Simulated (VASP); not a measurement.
The system is Zn.

```
Zn
1.0
     2.65564    0.00000    0.00000
    -1.32782    2.29985    0.00000
     0.00000    0.00000    4.96246
Zn
2
Direct
  0.33333 0.66667 0.25000
  0.66667 0.33333 0.75000
```

Base run:

```yaml
Program: VASP 6.6.1
Functional: PBE
Potentials_or_basis: VASP PAW PBE potentials, release 64 (Zn)
Cutoff: 520 eV
k_mesh: 14 × 14 × 7
Occupations: gaussian, width 0.01 eV
Spin: no spin polarisation
```

Its results: band gap on the k mesh zero (band 12 reaches 4.59 eV, above the bottom of band 13 at 0.02 eV); pressure 0.4 GPa.

Q: After a change of settings the same cell gave: band gap on the k mesh zero (band 12 reaches 4.59 eV, above the bottom of band 13 at 0.03 eV); pressure 2.5 GPa. Which change was it?
A. k mesh from 14 × 14 × 7 to 11 × 11 × 5; occupations from gaussian, width 0.01 eV to fermi-dirac, width 0.1 eV
B. k mesh from 14 × 14 × 7 to 2 × 2 × 1; occupations from gaussian, width 0.01 eV to fermi-dirac, width 0.1 eV
C. occupations from gaussian, width 0.01 eV to fermi-dirac, width 1 eV
D. occupations from gaussian, width 0.01 eV to fermi-dirac, width 0.6 eV

A: D.
